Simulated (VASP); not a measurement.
Write the native input for VASP 6.6.1 that does the following.

| Quantity | Value |
| --- | --- |
| Task | single point |
| Functional | r2SCAN |
| Potentials or basis | VASP PAW PBE potentials, release 64 (Hf_pv, Si, O) |
| Cutoff | 520 eV |
| k mesh | 6 × 6 × 6 |
| Occupations | gaussian, width 0.01 eV |
| Spin | no spin polarisation |
| Dipole correction | no |
| Further INCAR settings | ALGO = Normal; EDIFF = 1e-06; NBANDS = 50 |

HfSiO4:

```
Hf Si O
1.0
    -3.25791    3.25791    2.95591
     3.25791   -3.25791    2.95591
     3.25791    3.25791   -2.95591
Hf Si O
2 2 8
Direct
  0.00000 0.00000 0.00000
  0.75000 0.25000 0.50000
  0.25000 0.75000 0.50000
  0.50000 0.50000 0.00000
  0.13449 0.32007 0.81442
  0.07007 0.75565 0.68558
  0.07007 0.38449 0.31442
  0.50565 0.32007 0.18558
  0.67993 0.49435 0.81442
  0.61551 0.92993 0.68558
  0.24435 0.92993 0.31442
  0.67993 0.86551 0.18558
```

This cell differs from its parent crystal: strain -1.0%.

The input as run:

POSCAR

```
HfSiO4
1.0
   -3.2579149212      3.2579149212      2.9559112561
    3.2579149212     -3.2579149212      2.9559112561
    3.2579149212      3.2579149212     -2.9559112561
Hf Si O
2 2 8
Direct
    0.0000000000      0.0000000000      0.0000000000
    0.7500000000      0.2500000000      0.5000000000
    0.2500000000      0.7500000000      0.5000000000
    0.5000000000      0.5000000000      0.0000000000
    0.1344881904      0.3200709985      0.8144171919
    0.0700709985      0.7556538066      0.6855828081
    0.0700709985      0.3844881904      0.3144171919
    0.5056538066      0.3200709985      0.1855828081
    0.6799290015      0.4943461934      0.8144171919
    0.6155118096      0.9299290015      0.6855828081
    0.2443461934      0.9299290015      0.3144171919
    0.6799290015      0.8655118096      0.1855828081
```

INCAR.step1

```
  PREC = Accurate
  ENCUT = 520
  ISMEAR = 0
  SIGMA = 0.01
  LREAL = False
  LASPH = True
  NELM = 80
  NBANDS = 50
  GGA = PE
  ALGO = Normal
  EDIFF = 1E-4
  LWAVE = True
  LCHARG = False
```

INCAR.step2

```
  PREC = Accurate
  ENCUT = 520
  EDIFF = 1E-6
  ISMEAR = 0
  SIGMA = 0.01
  LREAL = False
  LASPH = True
  NELM = 80
  ALGO = Normal
  ISIF = 2
  LWAVE = False
  LCHARG = True
  METAGGA = R2SCAN
  LMIXTAU = True
  LELF = True
  LVHAR = True
  NBANDS = 50
  ISTART = 1
```

KPOINTS

```
Automatic mesh
0
Gamma
  6 6 6
```

Potentials or basis: VASP PAW PBE potentials, release 64 (Hf_pv, Si, O).

Command:

```bash
$ cat potpaw_PBE.64/Hf_pv/POTCAR potpaw_PBE.64/Si/POTCAR potpaw_PBE.64/O/POTCAR > POTCAR
$ cp INCAR.step1 INCAR
$ mpirun -np 1 vasp_std > vasp.out
$ cp INCAR.step2 INCAR
$ mpirun -np 1 vasp_std > vasp.out
```

It gave:

```
Pressure               : 5.8 GPa
Largest force          : 0.228 eV/Å
Band gap on the k mesh : 6.13 eV, indirect (least direct gap 6.52 eV)
```

Caveat: the cell differs from its parent crystal (strain -1.0%); the PAW data sets were made with another functional, which shifts forces and pressure a little; spin-orbit coupling is left out, which moves the levels of the heavy elements.

Wall time 8.1 min on 1 thread of AMD EPYC 9R45 96-Core Processor (Zen 5) (shared host), peak memory 0.35 GiB.
